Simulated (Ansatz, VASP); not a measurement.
HfBe2Si2: VASP beside Ansatz

```
Hf Be Si
1.0
     0.00000    2.32110    5.57317
     2.30966    0.00000    5.57317
     2.30966    2.32110    0.00000
Hf Be Si
1 2 2
Direct
  0.50000 0.50000 0.50000
  0.25000 0.25000 0.25000
  0.75000 0.75000 0.75000
  0.14280 0.14280 0.85720
  0.85720 0.85720 0.14280
```

Change from the starting cell: species swapped into the KCu2Se2 type (Fmmm, No. 69).

Alike in both runs: task single point; functional PBE; k mesh 6 × 6 × 6; occupations gaussian, width 0.1 eV; no spin polarisation.

|  | VASP | Ansatz |
| --- | --- | --- |
| version | VASP 6.6.1 | Ansatz 0.2.0 |
| potentials or method | VASP PAW PBE potentials, release 64 (Hf_pv, Be, Si), cutoff 520 eV | scalar-relativistic, plane waves, PAW |
| valence electrons in the cell | 22 | 38 |

Ansatz gave:

```
gap on the k mesh at the Fermi level (eV) : none
rms of the force components (eV/Å)        : 1.630
```

Task: Estimate VASP's values.

Result: gap on the k mesh at the Fermi level (eV): none; rms of the force components (eV/Å): 1.636.

Atom by atom the forces differ by 0.006 eV/Å (rms over components). A gap of «none» marks a metal or a gap that the smearing closes. With one functional, cell and mesh, what is left measures potentials, basis and numerics. VASP's potentials hold 22 valence electrons a cell and Ansatz's 38, so a difference there can come from the potentials and not from the codes.

Spin-orbit coupling is off throughout.
